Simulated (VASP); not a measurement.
# LiGa3 (Pm-3m) in VASP: a series of runs, part 2 of 3

VASP 6.6.1. Earlier steps stand in the parts before.

## 3. Relaxation of cell and atoms, LDA

The input, INCAR:

```
SYSTEM = LiGa3
ALGO = Normal ; EDIFF = 1E-6
EDIFFG = -0.005 ; ENCUT = 600
GGA = CA ; IBRION = 2
ISIF = 3 ; ISMEAR = 0
LASPH = .TRUE. ; LCHARG = .FALSE.
LREAL = .FALSE. ; LWAVE = .FALSE.
NELM = 100 ; NSW = 100
PREC = Accurate ; SIGMA = 0.1
```

The input, KPOINTS:

```
k-points
0
G
  10 10 10
  0 0 0
```

The input, POSCAR:

```
LiGa3
1.0
    3.9365047715      0.0000000000      0.0000000000
    0.0000000000      3.9365047715      0.0000000000
    0.0000000000      0.0000000000      3.9365047715
Li Ga
1 3
Direct
    0.0000000000      0.0000000000      0.0000000000
    0.5000000000      0.0000000000      0.5000000000
    0.0000000000      0.5000000000      0.5000000000
    0.5000000000      0.5000000000      0.0000000000
```

Potentials or basis: VASP PAW LDA potentials, release 64 (Li_sv, Ga_d).

Started as:

```bash
$ cat potpaw_LDA.64/Li_sv/POTCAR potpaw_LDA.64/Ga_d/POTCAR > POTCAR
$ mpirun -np 1 vasp_std > vasp.out
```

OUTCAR:

```text
SYSTEM = LiGa3
   EDIFF = 1E-6
   EDIFFG = -0.005
   ENCUT = 600
   GGA = CA
   IBRION = 2
   ISIF = 3
   ISMEAR = 0
   LASPH = .TRUE.
   LREAL = .FALSE.
   NELM = 100
   NSW = 100
   PREC = Accurate

 ion  position               nearest neighbor table
   1  0.000  0.000  0.000-
   2  0.500  0.000  0.500-   3 2.78   4 2.78   4 2.78   3 2.78   4 2.78   4 2.78   3 2.78   3 2.78

   3  0.000  0.500  0.500-   2 2.78   4 2.78   4 2.78   2 2.78   2 2.78   4 2.78   4 2.78   2 2.78

   4  0.500  0.500  0.000-   2 2.78   3 2.78   2 2.78   3 2.78   2 2.78   2 2.78   3 2.78   3 2.78

  LATTYP: Found a simple cubic cell.
 ALAT       =     3.9365047715

  Lattice vectors:

 A1 = (   3.9365047715,   0.0000000000,   0.0000000000)
 A2 = (   0.0000000000,   3.9365047715,   0.0000000000)
 A3 = (   0.0000000000,   0.0000000000,   3.9365047715)

Analysis of symmetry for initial positions (statically):
=====================================================================
 Subroutine PRICEL returns:
 Original cell was already a primitive cell.

 Routine SETGRP: Setting up the symmetry group for a
 simple cubic supercell.

 Subroutine GETGRP returns: Found 48 space group operations
 (whereof 48 operations were pure point group operations)
 out of a pool of 48 trial point group operations.

The static configuration has the point symmetry O_h .

Analysis of symmetry for dynamics (positions and initial velocities):
=====================================================================
 Subroutine PRICEL returns:
 Original cell was already a primitive cell.

 Routine SETGRP: Setting up the symmetry group for a
 simple cubic supercell.

 Subroutine GETGRP returns: Found 48 space group operations
 (whereof 48 operations were pure point group operations)
 out of a pool of 48 trial point group operations.

The dynamic configuration has the point symmetry O_h .

 Subroutine INISYM returns: Found 48 space group operations
[... 121 lines left out ...]
     AMIX_MAG =   1.60;   BMIX_MAG =  1.00
  volume/ion in A,a.u.               =      15.25       102.91
  Fermi-wavevector in a.u.,A,eV,Ry     =   1.445597  2.731782 28.432772  2.089750
  Thomas-Fermi vector in A             =   2.563761
   LORBIT       =      0    0 simple, 1 ext, 2 COOP (PROOUT), +10 PAW based schemes
   GGA     = CA    functional components
   LHFCALC =     F    Hartree Fock is set to
   AEXX    =    0.0000 exact exchange contribution
   IVDW    =     0    specifies the selected vdW correction
   LEPSILON=     F    determine dielectric tensor
   LRPA    =     F    only Hartree local field effects (RPA)
 conjugate gradient relaxation of ions
 non-spin polarized calculation
 Gauss-broadening in eV      SIGMA  =   0.10
  energy-cutoff  :      600.00
  volume of cell :       61.00
 maximum number of plane-waves:      2052
 NGX is ok and might be reduce to    32
   NGX = 15   NGY = 15   NGZ = 15

 number of electron      41.9999946 magnetization

 Free energy of the ion-electron system (eV)
  ---------------------------------------------------
  ext. energy  EPLUGINS =         0.00000000
  ---------------------------------------------------
  free energy    TOTEN  =       -13.69122816 eV

  energy without entropy =      -13.68456462  energy(sigma->0) =      -13.68789639

 E-fermi :   5.9327     XC(G=0): -11.3978

 val. band max:        5.9315097979   @ k =   0.3000   0.2000   0.2000
 cond. band min:       5.9611951002   @ k =   0.5000   0.1000   0.0000
 fundamental gap:      0.0296853023
 Fermi energy:         5.9327438735

 k-point     1 :       0.0000    0.0000    0.0000
  band No.  band energies     occupation
      1     -39.5469      2.00000
      2      -9.4884      2.00000
      3      -9.4516      2.00000
      4      -9.4516      2.00000
      5      -9.4516      2.00000
      6      -9.3030      2.00000
[... 661 lines left out ...]
     24       8.6400      0.00000
     25      11.1267      0.00000

 [... further k-points ...]

------------------------ aborting loop because EDIFF is reached ----------------------------------------

  FORCE on cell =-STRESS in cart. coord.  units (eV):
  Direction    XX          YY          ZZ          XY          YZ          ZX
  --------------------------------------------------------------------------------------
  -------------------------------------------------------------------------------------
  Total        0.0087938      0.0087938      0.0087938      0.0000000      0.0000000     -0.0000000
  in kB        0.2309699      0.2309699      0.2309699      0.0000000      0.0000000     -0.0000000
  external PRESSURE =       0.2309699 kB  Pullay stress =       0.0000000 kB

 VOLUME and BASIS-vectors are now :
 -----------------------------------------------------------------------------
  energy-cutoff  :      600.00
  volume of cell :       61.00
      direct lattice vectors                 reciprocal lattice vectors
     3.936504772  0.000000000  0.000000000     0.254032462  0.000000000  0.000000000
     0.000000000  3.936504772  0.000000000     0.000000000  0.254032462  0.000000000
     0.000000000  0.000000000  3.936504772     0.000000000  0.000000000  0.254032462

 POSITION                                       TOTAL-FORCE (eV/Angst)
 -----------------------------------------------------------------------------------
      0.00000      0.00000      0.00000         0.000000      0.000000      0.000000
      1.96825      0.00000      1.96825         0.000000      0.000000      0.000000
      0.00000      1.96825      1.96825         0.000000      0.000000      0.000000
      1.96825      1.96825      0.00000         0.000000      0.000000      0.000000
 -----------------------------------------------------------------------------------
    total drift:                                0.000000     -0.000000     -0.000000

  FREE ENERGIE OF THE ION-ELECTRON SYSTEM (eV)
  ---------------------------------------------------
  free  energy   TOTEN  =       -13.6912281648 eV

  energy  without entropy=      -13.6845646190  energy(sigma->0) =      -13.68789639

 reached required accuracy - stopping structural energy minimisation
```

Run time: 28 s. Hardware: 1 thread of Intel Xeon 6975P-C (Granite Rapids), shared host; peak memory 0.21 GiB.

Results:

| Property | Result |
| --- | --- |
| Free energy | -13.6912 eV |
| Pressure after relaxing | 0.0 GPa |
| Band gap on the k mesh | zero (bands 21 and 22 overlap by 6.08 eV) |

Final structure:
```
Li Ga
1.0
     3.93650    0.00000    0.00000
     0.00000    3.93650    0.00000
     0.00000    0.00000    3.93650
Li Ga
1 3
Direct
  0.00000 0.00000 0.00000
  0.50000 0.00000 0.50000
  0.00000 0.50000 0.50000
  0.50000 0.50000 0.00000
```

Caveat: the cutoff is under 1.25 times the usual one of these potentials, so pressure, stress and relaxed cells hold a basis-set (Pulay) error; the relaxation stopped at its first step, so nothing moved.

## 4. Single point, LDA

The input, INCAR:

```
SYSTEM = LiGa3
  PREC = Accurate
  ENCUT = 520
  EDIFF = 1E-6
  ISMEAR = 0
  SIGMA = 0.15
  LREAL = .False.
  LASPH = .True.
  NELM = 100
  ALGO = Normal
  ISIF = 2
  LWAVE = .False.
  LCHARG = .False.
  GGA = CA
  NBANDS = 29
```

The input, KPOINTS:

```
Automatic mesh
0
Gamma
  14 14 14
  0 0 0
```

POSCAR is that of step 3.

Potentials or basis: VASP PAW LDA potentials, release 64 (Li_sv, Ga_d).

Started as:

```bash
$ cat potpaw_LDA.64/Li_sv/POTCAR potpaw_LDA.64/Ga_d/POTCAR > POTCAR
$ mpirun -np 1 vasp_std > vasp.out
```

OUTCAR:

```text
SYSTEM = LiGa3
   PREC = Accurate
   ENCUT = 520
   EDIFF = 1E-6
   ISMEAR = 0
   LREAL = .False.
   LASPH = .True.
   NELM = 100
   ISIF = 2
   GGA = CA

 ion  position               nearest neighbor table
   1  0.000  0.000  0.000-
   2  0.500  0.000  0.500-   3 2.78   4 2.78   4 2.78   3 2.78   4 2.78   4 2.78   3 2.78   3 2.78

   3  0.000  0.500  0.500-   2 2.78   4 2.78   4 2.78   2 2.78   2 2.78   4 2.78   4 2.78   2 2.78

   4  0.500  0.500  0.000-   2 2.78   3 2.78   2 2.78   3 2.78   2 2.78   2 2.78   3 2.78   3 2.78

  LATTYP: Found a simple cubic cell.
 ALAT       =     3.9365047715

  Lattice vectors:

 A1 = (   3.9365047715,   0.0000000000,   0.0000000000)
 A2 = (   0.0000000000,   3.9365047715,   0.0000000000)
 A3 = (   0.0000000000,   0.0000000000,   3.9365047715)

Analysis of symmetry for initial positions (statically):
=====================================================================
 Subroutine PRICEL returns:
 Original cell was already a primitive cell.

 Routine SETGRP: Setting up the symmetry group for a
 simple cubic supercell.

 Subroutine GETGRP returns: Found 48 space group operations
 (whereof 48 operations were pure point group operations)
 out of a pool of 48 trial point group operations.

The static configuration has the point symmetry O_h .

Analysis of symmetry for dynamics (positions and initial velocities):
=====================================================================
 Subroutine PRICEL returns:
 Original cell was already a primitive cell.

 Routine SETGRP: Setting up the symmetry group for a
 simple cubic supercell.
[... 121 lines left out ...]
   NUPDOWN=      -1.0000    fix difference up-down
   EMIN   =  10.00;   EMAX   =-10.00  energy-range for DOS
   EFERMI =   0.00;   METHOD = LEGACY
   ISMEAR =     0;   SIGMA  =   0.15  broadening in eV -4-tet -1-fermi 0-gaus
   EFERMI_NEDOS =   21; number of points for ismear=-14 and -15
   IALGO  =     38    algorithm
   IMIX   =      4    mixing-type and parameters
     AMIX     =   0.40;   BMIX     =  1.00
     AMIX_MAG =   1.60;   BMIX_MAG =  1.00
  volume/ion in A,a.u.               =      15.25       102.91
  Fermi-wavevector in a.u.,A,eV,Ry     =   1.445597  2.731782 28.432772  2.089750
  Thomas-Fermi vector in A             =   2.563761
   LORBIT       =      0    0 simple, 1 ext, 2 COOP (PROOUT), +10 PAW based schemes
   GGA     = CA    functional components
   LHFCALC =     F    Hartree Fock is set to
   AEXX    =    0.0000 exact exchange contribution
   IVDW    =     0    specifies the selected vdW correction
   LEPSILON=     F    determine dielectric tensor
   LRPA    =     F    only Hartree local field effects (RPA)
 non-spin polarized calculation
 Gauss-broadening in eV      SIGMA  =   0.15
  energy-cutoff  :      520.00
  volume of cell :       61.00
 maximum number of plane-waves:      1662
 NGX is ok and might be reduce to    30
   NGX = 15   NGY = 15   NGZ = 15

 number of electron      41.9999961 magnetization

 Free energy of the ion-electron system (eV)
  ---------------------------------------------------
  ext. energy  EPLUGINS =         0.00000000
  ---------------------------------------------------
  free energy    TOTEN  =       -13.70866035 eV

  energy without entropy =      -13.69621579  energy(sigma->0) =      -13.70243807

 E-fermi :   5.9140     XC(G=0): -11.3977

 val. band max:        5.9001111299   @ k =   0.3571   0.2857   0.2143
 cond. band min:       5.9221666854   @ k =   0.2143   0.0714   0.0714
 fundamental gap:      0.0220555555
 Fermi energy:         5.9139600743

 k-point     1 :       0.0000    0.0000    0.0000
  band No.  band energies     occupation
      1     -39.5595      2.00000
      2      -9.4835      2.00000
      3      -9.4477      2.00000
      4      -9.4477      2.00000
      5      -9.4477      2.00000
      6      -9.3002      2.00000
[... 757 lines left out ...]
     28      13.0736      0.00000
     29      13.8724      0.00000

 [... further k-points ...]

------------------------ aborting loop because EDIFF is reached ----------------------------------------

  FORCE on cell =-STRESS in cart. coord.  units (eV):
  Direction    XX          YY          ZZ          XY          YZ          ZX
  --------------------------------------------------------------------------------------
  -------------------------------------------------------------------------------------
  Total        0.0598649      0.0598649      0.0598649     -0.0000000     -0.0000000      0.0000000
  in kB        1.5723535      1.5723535      1.5723535     -0.0000000     -0.0000000      0.0000000
  external PRESSURE =       1.5723535 kB  Pullay stress =       0.0000000 kB

 VOLUME and BASIS-vectors are now :
 -----------------------------------------------------------------------------
  energy-cutoff  :      520.00
  volume of cell :       61.00
      direct lattice vectors                 reciprocal lattice vectors
     3.936504772  0.000000000  0.000000000     0.254032462  0.000000000  0.000000000
     0.000000000  3.936504772  0.000000000     0.000000000  0.254032462  0.000000000
     0.000000000  0.000000000  3.936504772     0.000000000  0.000000000  0.254032462

 POSITION                                       TOTAL-FORCE (eV/Angst)
 -----------------------------------------------------------------------------------
      0.00000      0.00000      0.00000         0.000000      0.000000      0.000000
      1.96825      0.00000      1.96825         0.000000      0.000000      0.000000
      0.00000      1.96825      1.96825         0.000000      0.000000      0.000000
      1.96825      1.96825      0.00000         0.000000      0.000000      0.000000
 -----------------------------------------------------------------------------------
    total drift:                                0.000000      0.000000     -0.000000

  FREE ENERGIE OF THE ION-ELECTRON SYSTEM (eV)
  ---------------------------------------------------
  free  energy   TOTEN  =       -13.7086603463 eV

  energy  without entropy=      -13.6962157911  energy(sigma->0) =      -13.70243807
```

It took 71 s on 1 thread of Intel Xeon 6975P-C (Granite Rapids), shared host; peak memory 0.26 GiB.

Results:

| Item | Value |
| --- | --- |
| Free energy | -13.7087 eV |
| Band gap on the k mesh | zero (bands 21 and 22 overlap by 6.08 eV) |

Caveat: the cutoff is under 1.25 times the usual one of these potentials, so pressure, stress and relaxed cells hold a basis-set (Pulay) error.

(Continued in part 3 of 3.)
